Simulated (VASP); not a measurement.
# Ir (Fm-3m) in VASP: notebook, part 2 of 2

VASP 6.6.1. Earlier steps stand in the parts before.

### Step 3. Single point, PBE

This run uses another cell than the first one, of 13.78 Å³/atom, 1.032 times its volume.

Contents of INCAR:

```
SYSTEM = Ir
PREC = Accurate ; ENCUT = 520
EDIFF = 1E-6 ; ISMEAR = 1
SIGMA = 0.05 ; LREAL = .FALSE.
LASPH = .TRUE. ; NELM = 80
ALGO = Normal ; ISIF = 2
LWAVE = .FALSE. ; LCHARG = .TRUE.
GGA = PE ; LELF = .TRUE.
LVHAR = .TRUE. ; NBANDS = 10
```

Contents of KPOINTS:

```
Automatic mesh
0
G
  15 15 15
  0 0 0
```

Contents of POSCAR:

```
Ir
1.0
    0.0000000000      1.9027432368      1.9027432368
    1.9027432368      0.0000000000      1.9027432368
    1.9027432368      1.9027432368      0.0000000000
Ir
1
Direct
    0.0000000000      0.0000000000      0.0000000000
```

Potentials or basis: VASP PAW PBE potentials, release 64 (Ir).

The run is started by

```sh
> cat potpaw_PBE.64/Ir/POTCAR > POTCAR
> mpirun -np 1 vasp_std > vasp.out
```

OUTCAR:

```text
SYSTEM = Ir
   PREC = Accurate
   ENCUT = 520
   EDIFF = 1E-6
   ISMEAR = 1
   LREAL = .FALSE.
   LASPH = .TRUE.
   NELM = 80
   ISIF = 2
   GGA = PE

 ion  position               nearest neighbor table
   1  0.000  0.000  0.000-

  LATTYP: Found a face centered cubic cell.
 ALAT       =     3.8054864736

  Lattice vectors:

 A1 = (   0.0000000000,   1.9027432368,   1.9027432368)
 A2 = (   1.9027432368,   0.0000000000,   1.9027432368)
 A3 = (   1.9027432368,   1.9027432368,   0.0000000000)

Analysis of symmetry for initial positions (statically):
=====================================================================
 Subroutine PRICEL returns:
 Original cell was already a primitive cell.

 Routine SETGRP: Setting up the symmetry group for a
 face centered cubic supercell.

 Subroutine GETGRP returns: Found 48 space group operations
 (whereof 48 operations were pure point group operations)
 out of a pool of 48 trial point group operations.

The static configuration has the point symmetry O_h .

Analysis of symmetry for dynamics (positions and initial velocities):
=====================================================================
 Subroutine PRICEL returns:
 Original cell was already a primitive cell.

 Routine SETGRP: Setting up the symmetry group for a
 face centered cubic supercell.

 Subroutine GETGRP returns: Found 48 space group operations
 (whereof 48 operations were pure point group operations)
 out of a pool of 48 trial point group operations.

The dynamic configuration has the point symmetry O_h .

 Subroutine INISYM returns: Found 48 space group operations
 (whereof 48 operations are pure point group operations),
 and found     1 'primitive' translations

----------------------------------------------------------------------------------------

                                     Primitive cell

  volume of cell :      13.7775

  direct lattice vectors                    reciprocal lattice vectors
     0.000000000  1.902743237  1.902743237    -0.262778493  0.262778493  0.262778493
     1.902743237  0.000000000  1.902743237     0.262778493 -0.262778493  0.262778493
     1.902743237  1.902743237  0.000000000     0.262778493  0.262778493 -0.262778493

  length of vectors
     2.690885291  2.690885291  2.690885291     0.455145701  0.455145701  0.455145701

  position of ions in fractional coordinates (direct lattice)
     0.000000000  0.000000000  0.000000000

  ion indices of the primitive-cell ions
   primitive index   ion index
                 1           1

----------------------------------------------------------------------------------------

 KPOINTS: Automatic mesh

Automatic generation of k-mesh.
 Grid dimensions read from file:
 generate k-points for:   15   15   15

 Generating k-lattice:

  Cartesian coordinates                     Fractional coordinates (reciprocal lattice)
    -0.017518566  0.017518566  0.017518566     0.066666667  0.000000000  0.000000000
     0.017518566 -0.017518566  0.017518566     0.000000000  0.066666667  0.000000000
     0.017518566  0.017518566 -0.017518566     0.000000000  0.000000000  0.066666667

  Length of vectors
     0.030343047  0.030343047  0.030343047

  Shift w.r.t. Gamma in fractional coordinates (k-lattice)
     0.000000000  0.000000000  0.000000000

 Subroutine IBZKPT returns following result:
 ===========================================

 Found    120 irreducible k-points:

 Following reciprocal coordinates:
            Coordinates               Weight
  0.000000  0.000000  0.000000      1.000000
  0.066667  0.000000  0.000000      8.000000
  0.133333  0.000000  0.000000      8.000000
  0.200000  0.000000  0.000000      8.000000
  0.266667  0.000000  0.000000      8.000000
  0.333333  0.000000  0.000000      8.000000
[... 16 lines left out ...]
  0.133333  0.133333  0.000000      6.000000
  0.200000  0.133333  0.000000     24.000000
 [... further k-points ...]
   k-points           NKPTS =    120   k-points in BZ     NKDIM =    120   number of bands    NBANDS=     10
   number of dos      NEDOS =    301   number of ions     NIONS =      1
   total plane-waves  NPLWV =   8000
   dimension x,y,z NGX =    20 NGY =   20 NGZ =   20
   dimension x,y,z NGXF=    40 NGYF=   40 NGZF=   40
   ions per type =               1
   NGX,Y,Z   is equivalent  to a cutoff of  12.36, 12.36, 12.36 a.u.
   NGXF,Y,Z  is equivalent  to a cutoff of  24.71, 24.71, 24.71 a.u.
 SYSTEM =  Ir
   PREC   = accura    normal or accurate (medium, high low for compatibility)
   ISTART =      0    job   : 0-new  1-cont  2-samecut
   ICHARG =      2    charge: 1-file 2-atom 10-const
   ISPIN  =      1    spin polarized calculation?
   LNONCOLLINEAR =      F non collinear calculations
   LSORBIT =      F    spin-orbit coupling
   LASPH  =      T    aspherical Exc in radial PAW
   ENCUT  =  520.0 eV  38.22 Ry    6.18 a.u.   5.00  5.00  5.00*2*pi/ulx,y,z
   NELM   =     80;   NELMIN=  2; NELMDL= -5     # of ELM steps
   EDIFF  = 0.1E-05   stopping-criterion for ELM
   LREAL  =      F    real-space projection
   EDIFFG = 0.1E-04   stopping-criterion for IOM
   NSW    =      0    number of steps for IOM
   IBRION =     -1    ionic relax: 0-MD 1-quasi-New 2-CG
   NFREE  =      0    steps in history (QN), initial steepest desc. (CG)
   ISIF   =      2    stress and relaxation
   ISYM   =      2    0-nonsym 1-usesym 2-fastsym
   POTIM  = 0.5000    time-step for ionic-motion
   TEBEG  =    0.0;   TEEND  =   0.0 temperature during run
   PSTRESS=    0.0 pullay stress
   NELECT =       9.0000    total number of electrons
   NUPDOWN=      -1.0000    fix difference up-down
   EMIN   =  10.00;   EMAX   =-10.00  energy-range for DOS
   EFERMI =   0.00;   METHOD = LEGACY
   ISMEAR =     1;   SIGMA  =   0.05  broadening in eV -4-tet -1-fermi 0-gaus
   EFERMI_NEDOS =   21; number of points for ismear=-14 and -15
   IALGO  =     38    algorithm
   IMIX   =      4    mixing-type and parameters
     AMIX     =   0.40;   BMIX     =  1.00
     AMIX_MAG =   1.60;   BMIX_MAG =  1.00
  volume/ion in A,a.u.               =      13.78        92.98
  Fermi-wavevector in a.u.,A,eV,Ry     =   1.420470  2.684300 27.452962  2.017736
  Thomas-Fermi vector in A             =   2.541382
   LORBIT       =      0    0 simple, 1 ext, 2 COOP (PROOUT), +10 PAW based schemes
   GGA     = PE    functional components
   LHFCALC =     F    Hartree Fock is set to
   AEXX    =    0.0000 exact exchange contribution
   IVDW    =     0    specifies the selected vdW correction
   LEPSILON=     F    determine dielectric tensor
   LRPA    =     F    only Hartree local field effects (RPA)
 non-spin polarized calculation
 Methfessel and Paxton  Order N= 1 SIGMA  =   0.05
  energy-cutoff  :      520.00
  volume of cell :       13.78
 maximum number of plane-waves:       380
   NGX =  9   NGY =  9   NGZ =  9

 number of electron       9.0000001 magnetization

 Free energy of the ion-electron system (eV)
  ---------------------------------------------------
  ext. energy  EPLUGINS =         0.00000000
  ---------------------------------------------------
  free energy    TOTEN  =        -8.80923466 eV

  energy without entropy =       -8.80899894  energy(sigma->0) =       -8.80915609

 E-fermi :  10.9550     XC(G=0): -14.1467

 val. band max:       10.9352722867   @ k =  -0.3333   0.2667   0.0667
 cond. band min:      10.9585543139   @ k =  -0.3333   0.2000   0.0667
 fundamental gap:      0.0232820271
 Fermi energy:        10.9550387513

 k-point     1 :       0.0000    0.0000    0.0000
  band No.  band energies     occupation
      1      -0.5351      2.00000
      2       6.8257      2.00000
      3       6.8257      2.00000
      4       6.8257      2.00000
      5       9.6306      2.00000
      6       9.6306      2.00000
      7      25.1413      0.00000
      8      30.8879      0.00000
      9      30.8879      0.00000
     10      30.8879      0.00000
[... 287 lines left out ...]
 k-point    24 :       0.2000    0.1333    0.0000
  band No.  band energies     occupation
      1       1.1582      2.00000
      2       5.7286      2.00000
      3       7.6370      2.00000
      4       7.7414      2.00000
      5       8.5635      2.00000
      6      10.1162      2.00000
      7      27.9513      0.00000
      8      28.0962      0.00000
      9      31.2984      0.00000
     10      31.8188      0.00000

 [... further k-points ...]

------------------------ aborting loop because EDIFF is reached ----------------------------------------

  FORCE on cell =-STRESS in cart. coord.  units (eV):
  Direction    XX          YY          ZZ          XY          YZ          ZX
  --------------------------------------------------------------------------------------
  -------------------------------------------------------------------------------------
  Total        1.7859497      1.7859497      1.7859497      0.0000000      0.0000000      0.0000000
  in kB      207.6869747    207.6869747    207.6869747      0.0000000      0.0000000      0.0000000
  external PRESSURE =     207.6869747 kB  Pullay stress =       0.0000000 kB

 VOLUME and BASIS-vectors are now :
 -----------------------------------------------------------------------------
  energy-cutoff  :      520.00
  volume of cell :       13.78
      direct lattice vectors                 reciprocal lattice vectors
     0.000000000  1.902743237  1.902743237    -0.262778493  0.262778493  0.262778493
     1.902743237  0.000000000  1.902743237     0.262778493 -0.262778493  0.262778493
     1.902743237  1.902743237  0.000000000     0.262778493  0.262778493 -0.262778493

 POSITION                                       TOTAL-FORCE (eV/Angst)
 -----------------------------------------------------------------------------------
      0.00000      0.00000      0.00000         0.000000      0.000000     -0.000000
 -----------------------------------------------------------------------------------
    total drift:                               -0.000000     -0.000000     -0.000000

  FREE ENERGIE OF THE ION-ELECTRON SYSTEM (eV)
  ---------------------------------------------------
  free  energy   TOTEN  =        -8.8092346599 eV

  energy  without entropy=       -8.8089989361  energy(sigma->0) =       -8.80915609
```

It took 32 s on 1 thread of AMD EPYC 7R13, shared host; peak memory 0.11 GiB.

Results:

```
Free energy : -8.8092 eV
Pressure    : 20.8 GPa
```

Levels at points of the mesh, in eV from the Fermi level:
```tsv
k point	band 1	band 2	band 3	band 4	band 5	band 6	band 7	band 8
(0.00, 0.00, 0.00)	-11.49	-4.13	-4.13	-4.13	-1.32	-1.32	14.19	19.93
```

Caveat: spin-orbit coupling is left out, which moves the levels of the heavy elements.

### Step 4. Single point, PBE

This run uses another cell than the first one, of 14.20 Å³/atom, 1.063 times its volume.

Contents of INCAR:

```
ALGO = Normal
EDIFF = 1E-6
ENCUT = 520
GGA = PE
ISIF = 2
ISMEAR = 1
LASPH = T
LCHARG = T
LELF = T
LREAL = F
LVHAR = T
LWAVE = F
NBANDS = 10
NELM = 60
PREC = Accurate
SIGMA = 0.05
```

Contents of KPOINTS:

```
k-points
0
Gamma
  15 15 15
```

Contents of POSCAR:

```
Ir
1.0
    0.0000000000      1.9219641664      1.9219641664
    1.9219641664      0.0000000000      1.9219641664
    1.9219641664      1.9219641664      0.0000000000
Ir
1
Direct
    0.0000000000      0.0000000000      0.0000000000
```

The run is started by

```sh
> cat potpaw_PBE.64/Ir/POTCAR > POTCAR
> mpirun -np 1 vasp_std > vasp.out
```

It took 38 s on 1 thread of AMD EPYC 7R13, shared host; peak memory 0.11 GiB.

Results (log left out):

```
Free energy : -8.8469 eV
Pressure    : 8.1 GPa
```

Levels at points of the mesh, in eV from the Fermi level:
```csv
k point,band 2,band 3,band 4,band 5,band 6,band 7
"(0.00, 0.00, 0.00)",-3.94,-3.94,-3.94,-1.27,-1.27,14.26
```

Caveat: spin-orbit coupling is left out, which moves the levels of the heavy elements.

### Step 5. Single point, PBE

This run uses another cell than the first one, of 14.62 Å³/atom, 1.095 times its volume.

Contents of INCAR:

```
SYSTEM = Ir
PREC = Accurate
ENCUT = 520
EDIFF = 1E-6
ISMEAR = 1
SIGMA = 0.05
LREAL = .False.
LASPH = .True.
NELM = 80
ALGO = Normal
ISIF = 2
LWAVE = .False.
LCHARG = .False.
GGA = PE
NBANDS = 10
```

Contents of KPOINTS:

```
Automatic mesh
0
Gamma
  15 15 15
  0 0 0
```

Contents of POSCAR:

```
Ir
1.0
    0.0000000000      1.9408081540      1.9408081540
    1.9408081540      0.0000000000      1.9408081540
    1.9408081540      1.9408081540      0.0000000000
Ir
1
Direct
    0.0000000000      0.0000000000      0.0000000000
```

The run is started by

```sh
> cat potpaw_PBE.64/Ir/POTCAR > POTCAR
> mpirun -np 1 vasp_std > vasp.out
```

Wall time 38 s (1 thread of AMD EPYC 7R13, shared host); peak memory 0.11 GiB.

It converged, with:

- Free energy: -8.8539 eV
- Pressure: -2.6 GPa

Levels at points of the mesh, in eV from the Fermi level:
```
           k point  band 1  band 2  band 3  band 4  band 5  band 6  band 7  band 8
(0.00, 0.00, 0.00)  -10.83   -3.76   -3.76   -3.76   -1.21   -1.21   14.32   19.71
```

Caveat: spin-orbit coupling is left out, which moves the levels of the heavy elements.

### Step 6. Single point, PBE

This run uses another cell than the first one, of 15.04 Å³/atom, 1.126 times its volume.

Contents of INCAR:

```
ALGO = Normal ; EDIFF = 1E-6
ENCUT = 520 ; GGA = PE
ISIF = 2 ; ISMEAR = 1
LASPH = T ; LCHARG = T
LELF = T ; LREAL = F
LVHAR = T ; LWAVE = F
NBANDS = 10 ; NELM = 80
PREC = Accurate ; SIGMA = 0.05
```

Contents of KPOINTS:

```
k-points
0
Gamma
  15 15 15
```

Contents of POSCAR:

```
Ir
1.0
    0.0000000000      1.9592931537      1.9592931537
    1.9592931537      0.0000000000      1.9592931537
    1.9592931537      1.9592931537      0.0000000000
Ir
1
Direct
    0.0000000000      0.0000000000      0.0000000000
```

Potentials or basis: VASP PAW PBE potentials, release 64 (Ir).

The run is started by

```sh
> cat potpaw_PBE.64/Ir/POTCAR > POTCAR
> mpirun -np 1 vasp_std > vasp.out
```

Run time: 55 s. Hardware: 1 thread of AMD EPYC 7R13, shared host; peak memory 0.13 GiB.

The run converged. Its results:

```yaml
Free_energy: -8.8352 eV
Pressure: -11.5 GPa
```

Levels at points of the mesh, in eV from the Fermi level:
```tsv
k point	band 1	band 2	band 3	band 4	band 5	band 6	band 7	band 8
(0.00, 0.00, 0.00)	-10.53	-3.60	-3.60	-3.60	-1.16	-1.16	14.37	19.60
```

Caveat: spin-orbit coupling is left out, which moves the levels of the heavy elements.

### Step 7. Overview

```tsv
cell	gap on the mesh (eV)	pressure (GPa)
a = 2.663 Å, angles 60.0°, 1 atom	none	36.0
a = 2.691 Å, angles 60.0°, 1 atom	none	20.8
a = 2.718 Å, angles 60.0°, 1 atom	none	8.1
a = 2.745 Å, angles 60.0°, 1 atom	none	-2.6
a = 2.771 Å, angles 60.0°, 1 atom	none	-11.5
```

Alike in all rows: task single point; level PBE; potentials or basis VASP PAW PBE potentials, release 64 (Ir); no spin polarisation; k mesh 15 × 15 × 15; cutoff (eV) 520; smearing methfessel-paxton 0.05 eV.

Caveats: spin-orbit coupling is left out, which moves the levels of the heavy elements.

Absolute energies hang on the potentials; compare differences alone.
